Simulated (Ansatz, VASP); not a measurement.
# F in VASP and in Ansatz

```
F
1.0
     3.01000   -1.78866    0.18368
     3.01000    1.78866    0.18368
    -1.19507    0.00000    6.68170
F
4
Direct
  0.92110 0.58585 0.09400
  0.41415 0.07890 0.40600
  0.07890 0.41415 0.90600
  0.58585 0.92110 0.59400
```

Alike in both runs: task single point; functional PBEsol; k mesh 8 × 8 × 4; occupations gaussian, width 0.02 eV; no spin polarisation.

```csv
,VASP,Ansatz
version,VASP 6.6.1,Ansatz 0.2.0
potentials or method,"VASP PAW PBE potentials, release 64 (F_h), cutoff 1350 eV","scalar-relativistic, plane waves, PAW"
valence electrons in the cell,28,28
```

|  | VASP | Ansatz | Ansatz less VASP |
| --- | --- | --- | --- |
| gap on the k mesh at the Fermi level (eV) | 3.17 | 3.17 | -0.002 |
| least direct gap on the mesh (eV) | 3.17 | 3.17 | -0.003 |

VASP's potentials were made for PBE, not for PBEsol.
